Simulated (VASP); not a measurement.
Input of a VASP 6.6.1 run:

Contents of INCAR:

```
SYSTEM = ZrC
PREC     = Accurate       ! precision mode
ENCUT    = 600            ! plane-wave cutoff, eV
EDIFF    = 1E-6           ! SCF threshold, eV
ISMEAR   = 0              ! smearing method
SIGMA    = 0.1            ! smearing width, eV
LREAL    = .False.        ! projectors in reciprocal space
LASPH    = .True.         ! aspherical terms in the spheres
NELM     = 120            ! most SCF steps
ALGO     = Normal         ! electronic algorithm
ISIF     = 2              ! what is computed and relaxed
LWAVE    = .False.        ! write WAVECAR
LCHARG   = .True.         ! write CHGCAR
GGA      = PE             ! functional
LELF     = .True.         ! ELF
LVHAR    = .True.       
NBANDS   = 15             ! bands
GGA_COMPAT= .False.
```

Contents of KPOINTS:

```
Automatic mesh
0
Gamma
  16 16 16
  0 0 0
```

File POSCAR:

```
ZrC
1.0
    0.0000000000      2.3543026370      2.3543026370
    2.3543026370      0.0000000000      2.3543026370
    2.3543026370      2.3543026370      0.0000000000
Zr C
1 1
Direct
    0.5000000000      0.5000000000      0.5000000000
    0.0000000000      0.0000000000      0.0000000000
```

Potentials or basis: VASP PAW PBE potentials, release 64 (Zr_sv, C).

The run is started by

```bash
$ cat potpaw_PBE.64/Zr_sv/POTCAR potpaw_PBE.64/C/POTCAR > POTCAR
$ mpirun -np 1 vasp_std > vasp.out
```

Question: Predict the band gap on the k mesh.

Answer: Zero (band 8 reaches 10.49 eV, above the bottom of band 9 at 9.18 eV).

Question: Estimate the pressure.

Answer: 0.2 GPa.
